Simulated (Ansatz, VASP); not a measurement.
**B2Se: VASP beside Ansatz**

```
B Se
1.0
     3.02727    0.00000    0.00000
    -1.51363    2.62169    0.00000
     0.00000    0.00000   11.08018
B Se
4 2
Cartesian
  0.0000 1.7478 1.6933
  1.5136 0.8739 7.2334
  0.0000 0.0000 1.5820
  0.0000 0.0000 7.1221
  0.0000 1.7478 3.6498
  1.5136 0.8739 9.1899
```

Alike in both runs: functional PBE; k mesh 12 × 12 × 4; occupations gaussian, width 0.1 eV; no spin polarisation.

Ansatz relaxed the structure, and its values are those at the end. VASP's run is a single point on that final structure, the one shown.

|  | VASP | Ansatz |
| --- | --- | --- |
| version | VASP 6.6.1 | Ansatz 0.2.0 |
| potentials or method | VASP PAW PBE potentials, release 64 (B, Se), cutoff 520 eV | scalar-relativistic, plane waves, PAW |
| valence electrons in the cell | 24 | 44 |

|  | VASP | Ansatz | Ansatz less VASP |
| --- | --- | --- | --- |
| gap on the k mesh at the Fermi level (eV) | none | none | - |
| pressure (GPa) | 0.1 | 0.0 | -0.08 |
| rms of the force components (eV/Å) | 0.015 | 0.001 | -0.0136 |

A gap of «none» marks a metal or a gap that the smearing closes. With one functional, cell and mesh, what is left measures potentials, basis and numerics. VASP's potentials hold 24 valence electrons a cell and Ansatz's 44, so a difference there can come from the potentials and not from the codes.
